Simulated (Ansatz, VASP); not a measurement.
B in VASP and in Ansatz

```
CELL_PARAMETERS angstrom
2.64860 -1.66758 0.00000
2.64860 1.66758 0.00000
0.00000 0.00000 2.98217
ATOMIC_POSITIONS crystal
B 0.31395 0.01362 0.25000
B 0.68605 0.98638 0.75000
B 0.98638 0.68605 0.25000
B 0.01362 0.31395 0.75000
```

Alike in both runs: functional PBE; k mesh 6 × 6 × 6; occupations gaussian, width 0.1 eV; no spin polarisation.

Ansatz relaxed the structure, and its values are those at the end. VASP's run is a single point on that final structure, the one shown.

```csv
,VASP,Ansatz
version,VASP 6.6.1,Ansatz 0.2.0
potentials or method,"VASP PAW PBE potentials, release 64 (B), cutoff 520 eV","scalar-relativistic, plane waves, PAW"
valence electrons in the cell,12,12
```

```csv
,VASP,Ansatz,Ansatz less VASP
gap on the k mesh at the Fermi level (eV),none,none,-
pressure (GPa),0.0,0.0,0.00
```

A gap of «none» marks a metal or a gap that the smearing closes. The functional is the same, so the differences come from potentials, cutoffs and numerics.

The k mesh is coarse, so the values compare programs but aren't converged.
